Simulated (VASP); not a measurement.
Wanted: the native input for a VASP 6.6.1 run.

```
Task                   : single point
Functional             : r2SCAN
Potentials or basis    : VASP PAW PBE potentials, release 64 (Si, C)
Cutoff                 : 520 eV
k mesh                 : 12 × 12 × 6
Occupations            : gaussian, width 0.01 eV
Spin                   : no spin polarisation
Dipole correction      : no
Further INCAR settings : ALGO = Normal; EDIFF = 1e-06; NBANDS = 16
```

SiC:

```
Si C
1.0
     3.07598    0.00000    0.00000
    -1.53799    2.66388    0.00000
     0.00000    0.00000    5.04784
Si C
2 2
Direct
  0.33333 0.66667 0.99959
  0.66667 0.33333 0.49959
  0.33333 0.66667 0.37541
  0.66667 0.33333 0.87541
```

This cell differs from its parent crystal: atoms moved along the polar distortion.

These files were run (other wordings do the same):

POSCAR

```
SiC
1.0
    3.0759836412      0.0000000000      0.0000000000
   -1.5379918206      2.6638799749      0.0000000000
    0.0000000000      0.0000000000      5.0478375069
Si C
2 2
Direct
    0.3333333333      0.6666666667     -0.0004104652
    0.6666666667      0.3333333333      0.4995895348
    0.3333333333      0.6666666667      0.3754104652
    0.6666666667      0.3333333333      0.8754104652
```

INCAR.step1

```
PREC = Accurate ; ENCUT = 520
ISMEAR = 0 ; SIGMA = 0.01
LREAL = F ; LASPH = T
NELM = 80 ; NBANDS = 16
GGA = PE ; ALGO = Normal
EDIFF = 1E-4 ; LWAVE = T
LCHARG = F
```

INCAR.step2

```
PREC = Accurate ; ENCUT = 520
EDIFF = 1E-6 ; ISMEAR = 0
SIGMA = 0.01 ; LREAL = F
LASPH = T ; NELM = 80
ALGO = Normal ; ISIF = 2
LWAVE = F ; LCHARG = F
METAGGA = R2SCAN ; LMIXTAU = T
NBANDS = 16 ; ISTART = 1
```

KPOINTS

```
Automatic mesh
0
Gamma
  12 12 6
```

Potentials or basis: VASP PAW PBE potentials, release 64 (Si, C).

Command:

```sh
$ cat potpaw_PBE.64/Si/POTCAR potpaw_PBE.64/C/POTCAR > POTCAR
$ cp INCAR.step1 INCAR
$ mpirun -np 1 vasp_std > vasp.out
$ cp INCAR.step2 INCAR
$ mpirun -np 1 vasp_std > vasp.out
```

It gave:

```
Pressure               : -0.3 GPa
Band gap on the k mesh : 2.66 eV (least direct gap 4.48 eV)
```

Caveat: the cell differs from its parent crystal (atoms moved along the polar distortion); the PAW data sets were made with another functional, which shifts forces and pressure a little.

It took 2.6 min on 1 thread of Intel Xeon 8259CL (shared host), peak memory 0.19 GiB.
